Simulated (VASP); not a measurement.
# Li3ReBi in VASP: a series of runs

The runs below take Li3ReBi through single point, relaxation of cell and atoms, with PBE.

Program: VASP 6.6.1. These are calculated values, not measurements. Logs are shortened: lines on timing, memory, paths and dates and some standing lists are left out, and cuts for length are marked.

## Step 1: The cell of the first run

The typed cell holds 5 atoms: a = 4.802 Å, b = 4.802 Å, c = 4.803 Å, α = 90.00°, β = 90.00°, γ = 90.00°.

## Step 2: Single point, PBE

Contents of INCAR:

```
SYSTEM = Li3ReBi
  PREC = Accurate
  ENCUT = 520
  EDIFF = 1E-6
  ISMEAR = 0
  SIGMA = 0.1
  LREAL = .FALSE.
  LASPH = .TRUE.
  NELM = 80
  ALGO = Normal
  ISIF = 2
  LWAVE = .FALSE.
  LCHARG = .FALSE.
  GGA = PE
  NBANDS = 24
```

Contents of KPOINTS:

```
Automatic mesh
0
G
  4 4 4
  0 0 0
```

Contents of POSCAR:

```
Li3ReBi
1.0
    4.8022319405      0.0000000000      0.0000000000
    0.0000000000      4.8022319405      0.0000000000
    0.0000000000      0.0000000000      4.8028315510
Li Re Bi
3 1 1
Direct
    0.5000000000      0.5000000000      0.0000000000
    0.5000000000      0.0000000000      0.5000000000
    0.0000000000      0.5000000000      0.5000000000
    0.0000000000      0.0000000000      0.0000000000
    0.5000000000      0.5000000000      0.5000000000
```

Potentials or basis: VASP PAW PBE potentials, release 64 (Li_sv, Re, Bi_d).

Run with:

```bash
$ cat potpaw_PBE.64/Li_sv/POTCAR potpaw_PBE.64/Re/POTCAR potpaw_PBE.64/Bi_d/POTCAR > POTCAR
$ mpirun -np 1 vasp_std > vasp.out
```

OUTCAR:

```text
SYSTEM = Li3ReBi
   PREC = Accurate
   ENCUT = 520
   EDIFF = 1E-6
   ISMEAR = 0
   LREAL = .FALSE.
   LASPH = .TRUE.
   NELM = 80
   ISIF = 2
   GGA = PE

 ion  position               nearest neighbor table
   1  0.500  0.500  0.000-   5 2.40   5 2.40
   2  0.500  0.000  0.500-   5 2.40   5 2.40
   3  0.000  0.500  0.500-   5 2.40   5 2.40
   4  0.000  0.000  0.000-
   5  0.500  0.500  0.500-   2 2.40   3 2.40   2 2.40   3 2.40   1 2.40   1 2.40

  LATTYP: Found a simple tetragonal cell.
 ALAT       =     4.8022319405
 C/A-ratio  =     1.0001248608

  Lattice vectors:

 A1 = (   4.8022319405,   0.0000000000,   0.0000000000)
 A2 = (   0.0000000000,   4.8022319405,   0.0000000000)
 A3 = (   0.0000000000,   0.0000000000,   4.8028315510)

Analysis of symmetry for initial positions (statically):
=====================================================================
 Subroutine PRICEL returns:
 Original cell was already a primitive cell.

 Routine SETGRP: Setting up the symmetry group for a
 simple tetragonal supercell.

 Subroutine GETGRP returns: Found 16 space group operations
 (whereof 16 operations were pure point group operations)
 out of a pool of 16 trial point group operations.

The static configuration has the point symmetry D_4h.

Analysis of symmetry for dynamics (positions and initial velocities):
=====================================================================
 Subroutine PRICEL returns:
 Original cell was already a primitive cell.

 Routine SETGRP: Setting up the symmetry group for a
 simple tetragonal supercell.

 Subroutine GETGRP returns: Found 16 space group operations
 (whereof 16 operations were pure point group operations)
 out of a pool of 16 trial point group operations.

The dynamic configuration has the point symmetry D_4h.

 Subroutine INISYM returns: Found 16 space group operations
 (whereof 16 operations are pure point group operations),
 and found     1 'primitive' translations

----------------------------------------------------------------------------------------

                                     Primitive cell

  volume of cell :     110.7602

  direct lattice vectors                    reciprocal lattice vectors
     4.802231940  0.000000000  0.000000000     0.208236506  0.000000000  0.000000000
     0.000000000  4.802231940  0.000000000     0.000000000  0.208236506  0.000000000
     0.000000000  0.000000000  4.802831551     0.000000000  0.000000000  0.208210509

  length of vectors
     4.802231940  4.802231940  4.802831551     0.208236506  0.208236506  0.208210509

  position of ions in fractional coordinates (direct lattice)
     0.500000000  0.500000000  0.000000000
     0.500000000  0.000000000  0.500000000
     0.000000000  0.500000000  0.500000000
     0.000000000  0.000000000  0.000000000
     0.500000000  0.500000000  0.500000000

  ion indices of the primitive-cell ions
   primitive index   ion index
                 1           1
                 2           2
                 3           3
                 4           4
                 5           5

----------------------------------------------------------------------------------------

 KPOINTS: Automatic mesh

Automatic generation of k-mesh.
 Grid dimensions read from file:
 generate k-points for:    4    4    4

 Generating k-lattice:

  Cartesian coordinates                     Fractional coordinates (reciprocal lattice)
     0.052059126  0.000000000  0.000000000     0.250000000  0.000000000  0.000000000
     0.000000000  0.052059126  0.000000000     0.000000000  0.250000000  0.000000000
     0.000000000  0.000000000  0.052052627     0.000000000  0.000000000  0.250000000

  Length of vectors
     0.052059126  0.052059126  0.052052627

  Shift w.r.t. Gamma in fractional coordinates (k-lattice)
     0.000000000  0.000000000  0.000000000

 Subroutine IBZKPT returns following result:
 ===========================================

 Found     18 irreducible k-points:

 Following reciprocal coordinates:
            Coordinates               Weight
  0.000000  0.000000  0.000000      1.000000
  0.250000  0.000000  0.000000      4.000000
  0.500000  0.000000  0.000000      2.000000
  0.250000  0.250000  0.000000      4.000000
  0.500000  0.250000  0.000000      4.000000
  0.500000  0.500000  0.000000      1.000000
[... 10 lines left out ...]
  0.500000  0.250000  0.500000      4.000000
  0.500000  0.500000  0.500000      1.000000
   k-points           NKPTS =     18   k-points in BZ     NKDIM =     18   number of bands    NBANDS=     24
   number of dos      NEDOS =    301   number of ions     NIONS =      5
   total plane-waves  NPLWV =  46656
   dimension x,y,z NGX =    36 NGY =   36 NGZ =   36
   dimension x,y,z NGXF=    72 NGYF=   72 NGZF=   72
   ions per type =               3   1   1
   NGX,Y,Z   is equivalent  to a cutoff of  12.46, 12.46, 12.46 a.u.
   NGXF,Y,Z  is equivalent  to a cutoff of  24.93, 24.93, 24.92 a.u.
 SYSTEM =  Li3ReBi
   PREC   = accura    normal or accurate (medium, high low for compatibility)
   ISTART =      0    job   : 0-new  1-cont  2-samecut
   ICHARG =      2    charge: 1-file 2-atom 10-const
   ISPIN  =      1    spin polarized calculation?
   LNONCOLLINEAR =      F non collinear calculations
   LSORBIT =      F    spin-orbit coupling
   LASPH  =      T    aspherical Exc in radial PAW
   ENCUT  =  520.0 eV  38.22 Ry    6.18 a.u.   8.93  8.93  8.93*2*pi/ulx,y,z
   NELM   =     80;   NELMIN=  2; NELMDL= -5     # of ELM steps
   EDIFF  = 0.1E-05   stopping-criterion for ELM
   LREAL  =      F    real-space projection
   EDIFFG = 0.1E-04   stopping-criterion for IOM
   NSW    =      0    number of steps for IOM
   IBRION =     -1    ionic relax: 0-MD 1-quasi-New 2-CG
   NFREE  =      0    steps in history (QN), initial steepest desc. (CG)
   ISIF   =      2    stress and relaxation
   ISYM   =      2    0-nonsym 1-usesym 2-fastsym
   POTIM  = 0.5000    time-step for ionic-motion
   TEBEG  =    0.0;   TEEND  =   0.0 temperature during run
   PSTRESS=    0.0 pullay stress
   NELECT =      31.0000    total number of electrons
   NUPDOWN=      -1.0000    fix difference up-down
   EMIN   =  10.00;   EMAX   =-10.00  energy-range for DOS
   EFERMI =   0.00;   METHOD = LEGACY
   ISMEAR =     0;   SIGMA  =   0.10  broadening in eV -4-tet -1-fermi 0-gaus
   EFERMI_NEDOS =   21; number of points for ismear=-14 and -15
   IALGO  =     38    algorithm
   IMIX   =      4    mixing-type and parameters
     AMIX     =   0.40;   BMIX     =  1.00
     AMIX_MAG =   1.60;   BMIX_MAG =  1.00
  volume/ion in A,a.u.               =      22.15       149.49
  Fermi-wavevector in a.u.,A,eV,Ry     =   1.070864  2.023639 15.602468  1.146749
  Thomas-Fermi vector in A             =   2.206587
   LORBIT       =      0    0 simple, 1 ext, 2 COOP (PROOUT), +10 PAW based schemes
   GGA     = PE    functional components
   LHFCALC =     F    Hartree Fock is set to
   AEXX    =    0.0000 exact exchange contribution
   IVDW    =     0    specifies the selected vdW correction
   LEPSILON=     F    determine dielectric tensor
   LRPA    =     F    only Hartree local field effects (RPA)
 non-spin polarized calculation
 Gauss-broadening in eV      SIGMA  =   0.10
  energy-cutoff  :      520.00
  volume of cell :      110.76
 maximum number of plane-waves:      3016
 NGX is ok and might be reduce to    36
   NGX = 17   NGY = 17   NGZ = 17

 number of electron      30.9999981 magnetization

 Free energy of the ion-electron system (eV)
  ---------------------------------------------------
  ext. energy  EPLUGINS =         0.00000000
  ---------------------------------------------------
  free energy    TOTEN  =       -14.81848025 eV

  energy without entropy =      -14.76961819  energy(sigma->0) =      -14.79404922

 E-fermi :   2.7484     XC(G=0):  -8.8474

 val. band max:        2.7405160903   @ k =   0.5000   0.5000   0.0000
 cond. band min:       2.7630016282   @ k =   0.5000   0.2500   0.5000
 fundamental gap:      0.0224855378
 Fermi energy:         2.7483575195

 k-point     1 :       0.0000    0.0000    0.0000
  band No.  band energies     occupation
      1     -43.2992      2.00000
      2     -43.2928      2.00000
      3     -43.2927      2.00000
      4     -19.8498      2.00000
      5     -19.8498      2.00000
      6     -19.7503      2.00000
[... 16 lines left out ...]
     23       8.4100      0.00000
     24       9.1614      0.00000

 k-point     2 :       0.2500    0.0000    0.0000
  band No.  band energies     occupation
      1     -43.2982      2.00000
      2     -43.2932      2.00000
      3     -43.2928      2.00000
      4     -19.8579      2.00000
      5     -19.8497      2.00000
      6     -19.7511      2.00000
[... 16 lines left out ...]
     23       8.9416      0.00000
     24       9.3804      0.00000

 k-point     3 :       0.5000    0.0000    0.0000
  band No.  band energies     occupation
      1     -43.2970      2.00000
      2     -43.2936      2.00000
      3     -43.2928      2.00000
      4     -19.8660      2.00000
      5     -19.8497      2.00000
      6     -19.7519      2.00000
[... 16 lines left out ...]
     23       8.6376      0.00000
     24      10.2580      0.00000
[... 352 lines left out ...]
 k-point    17 :       0.5000    0.2500    0.5000
  band No.  band energies     occupation
      1     -43.2943      2.00000
      2     -43.2937      2.00000
      3     -43.2935      2.00000
      4     -19.8739      2.00000
      5     -19.8659      2.00000
      6     -19.7535      2.00000
[... 16 lines left out ...]
     23      10.6209      0.00000
     24      10.6212      0.00000

 k-point    18 :       0.5000    0.5000    0.5000
  band No.  band energies     occupation
      1     -43.2937      2.00000
      2     -43.2937      2.00000
      3     -43.2935      2.00000
      4     -19.8740      2.00000
      5     -19.8739      2.00000
      6     -19.7535      2.00000
[... 16 lines left out ...]
     23      11.1823      0.00000
     24      12.5036      0.00000

------------------------ aborting loop because EDIFF is reached ----------------------------------------

  FORCE on cell =-STRESS in cart. coord.  units (eV):
  Direction    XX          YY          ZZ          XY          YZ          ZX
  --------------------------------------------------------------------------------------
  -------------------------------------------------------------------------------------
  Total        0.2518629      0.2518629      0.2457554      0.0000000      0.0000000      0.0000000
  in kB        3.6432685      3.6432685      3.5549211      0.0000000      0.0000000      0.0000000
  external PRESSURE =       3.6138193 kB  Pullay stress =       0.0000000 kB

 VOLUME and BASIS-vectors are now :
 -----------------------------------------------------------------------------
  energy-cutoff  :      520.00
  volume of cell :      110.76
      direct lattice vectors                 reciprocal lattice vectors
     4.802231940  0.000000000  0.000000000     0.208236506  0.000000000  0.000000000
     0.000000000  4.802231940  0.000000000     0.000000000  0.208236506  0.000000000
     0.000000000  0.000000000  4.802831551     0.000000000  0.000000000  0.208210509

 POSITION                                       TOTAL-FORCE (eV/Angst)
 -----------------------------------------------------------------------------------
      2.40112      2.40112      0.00000         0.000000      0.000000      0.000000
      2.40112      0.00000      2.40142         0.000000      0.000000      0.000000
      0.00000      2.40112      2.40142         0.000000      0.000000      0.000000
      0.00000      0.00000      0.00000         0.000000      0.000000      0.000000
      2.40112      2.40112      2.40142         0.000000      0.000000      0.000000
 -----------------------------------------------------------------------------------
    total drift:                                0.000000      0.000000      0.000000

  FREE ENERGIE OF THE ION-ELECTRON SYSTEM (eV)
  ---------------------------------------------------
  free  energy   TOTEN  =       -14.8184802488 eV

  energy  without entropy=      -14.7696181858  energy(sigma->0) =      -14.79404922
```

It took 26 s on 1 thread of Intel Xeon 6975P-C (Granite Rapids), shared host; peak memory 0.23 GiB.

What came out:

```yaml
Free_energy: -14.8185 eV
Band_gap_on_the_k_mesh: zero (an odd number of electrons rules out a gap without spin polarisation)
```

Caveat: the cutoff is under 1.25 times the usual one of these potentials, so pressure, stress and relaxed cells hold a basis-set (Pulay) error; spin-orbit coupling is left out, which moves the levels of the heavy elements.

## Step 3: Relaxation of cell and atoms, PBE

This run uses another cell than the first one, of 14.03 Å³/atom.

Contents of INCAR:

```
  PREC = Accurate
  ENCUT = 600
  EDIFF = 1E-7
  ISMEAR = 0
  SIGMA = 0.1
  LREAL = F
  LASPH = T
  NELM = 80
  ALGO = Normal
  ISIF = 3
  LWAVE = F
  LCHARG = F
  GGA = PE
  IBRION = 2
  NSW = 90
  EDIFFG = -0.04
```

Contents of KPOINTS:

```
regular mesh
0
Gamma
  4 4 4
```

Changes to POSCAR since step 2:

```diff
@@ -2,5 +2,5 @@
 1.0
-    4.8022319405      0.0000000000      0.0000000000
-    0.0000000000      4.8022319405      0.0000000000
-    0.0000000000      0.0000000000      4.8028315510
+    4.1178078238      0.0000000000      0.0000000000
+    0.0000000000      4.1178078238      0.0000000000
+    0.0000000000      0.0000000000      4.1365447863
 Li Re Bi
```

Potentials or basis: VASP PAW PBE potentials, release 64 (Li_sv, Re, Bi_d).

Run with:

```bash
$ cat potpaw_PBE.64/Li_sv/POTCAR potpaw_PBE.64/Re/POTCAR potpaw_PBE.64/Bi_d/POTCAR > POTCAR
$ mpirun -np 1 vasp_std > vasp.out
```

Run time: 80 s. Hardware: 1 thread of Intel Xeon 6975P-C (Granite Rapids), shared host; peak memory 0.23 GiB.

The run converged. Its results:

- Free energy: -14.7463 eV
- Relaxed volume: 21.97 Å³/atom
- Relaxed cell: a = 4.789 Å, b = 4.789 Å, c = 4.790 Å, α = 90.00°, β = 90.00°, γ = 90.00°
- Space group after relaxing (to 0.1 Å): Pm-3m (No. 221)
- Energy gained by relaxing: 499.5 meV/atom
- Ionic steps: 5
- Pressure after relaxing: -0.1 GPa
- Band gap on the k mesh: zero (an odd number of electrons rules out a gap without spin polarisation)

The path:
| step | energy change (eV) | largest force (eV/Å) | pressure (GPa) | volume (Å³) |
| --- | --- | --- | --- | --- |
| 1 | 0.0000 | 0.0000 | 29.78 | 70.14 |
| 2 | -2.4125 | 0.0000 | 3.03 | 100.08 |
| 3 | -2.4856 | 0.0000 | 1.06 | 105.88 |
| 4 | -2.4432 | 0.0000 | -1.91 | 118.16 |
| 5 | -2.4974 | 0.0000 | -0.07 | 109.85 |

Final structure:
```yaml
crystal:
  lattice:
    - [4.78899, 0.00000, 0.00000]
    - [0.00000, 4.78899, 0.00000]
    - [0.00000, 0.00000, 4.78965]
  atoms:
    - { symbol: Li, position: [0.50000, 0.50000, 0.00000] }
    - { symbol: Li, position: [0.50000, 0.00000, 0.50000] }
    - { symbol: Li, position: [0.00000, 0.50000, 0.50000] }
    - { symbol: Re, position: [0.00000, 0.00000, 0.00000] }
    - { symbol: Bi, position: [0.50000, 0.50000, 0.50000] }
```

Levels at points of the mesh, in eV from the Fermi level:
```csv
k point,band 12,band 13,band 14,band 15,band 16,band 17,band 18,band 19
"(0.00, 0.00, 0.00)",-2.08,-2.08,-0.73,-0.73,-0.12,-0.12,-0.12,4.87
"(0.50, 0.00, 0.00)",-2.05,-0.74,-0.09,0.06,0.35,0.35,1.12,1.34
"(0.50, 0.50, 0.00)",-2.24,-1.35,-0.46,-0.46,-0.44,-0.01,0.14,3.70
"(0.00, 0.00, 0.50)",-2.05,-0.74,-0.09,0.06,0.35,0.35,1.12,1.34
"(0.50, 0.00, 0.50)",-2.24,-1.35,-0.46,-0.46,-0.43,-0.01,0.14,3.71
"(0.50, 0.50, 0.50)",-2.27,-0.54,0.17,0.17,0.22,0.22,0.22,0.80
```

Caveat: the k points lie up to 0.33 Å⁻¹ apart in the final cell, too coarse for converged energies and pressures of a metal; the cutoff is under 1.25 times the usual one of these potentials, so pressure, stress and relaxed cells hold a basis-set (Pulay) error; the volume moved by over 15 % at a fixed basis, so the end points are rough; spin-orbit coupling is left out, which moves the levels of the heavy elements.
